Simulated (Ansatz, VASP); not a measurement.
## One calculation of Bi, two programs

```
Bi
1.0
     3.25460    0.00000    0.00000
     0.00000    3.25460    0.00000
     0.00000    0.00000    3.25460
Bi
1
Direct
  0.00000 0.00000 0.00000
```

Alike in both runs: functional r2SCAN; k mesh 14 × 14 × 14; occupations gaussian, width 0.1 eV; no spin polarisation.

Ansatz relaxed the structure, and its values are those at the end. VASP's run is a single point on that final structure, the one shown.

|  | VASP | Ansatz |
| --- | --- | --- |
| version | VASP 6.6.1 | Ansatz 0.2.0 |
| potentials or method | VASP PAW PBE potentials, release 64 (Bi_d), cutoff 520 eV | scalar-relativistic, plane waves, PAW |
| valence electrons in the cell | 15 | 15 |

|  | VASP | Ansatz | Ansatz less VASP |
| --- | --- | --- | --- |
| gap on the k mesh at the Fermi level (eV) | none | none | - |
| pressure (GPa) | -0.1 | -0.1 | +0.05 |

VASP's potentials were made for PBE, not for r2SCAN. A gap of «none» marks a metal or a gap that the smearing closes.

Neither program's run includes spin-orbit coupling.
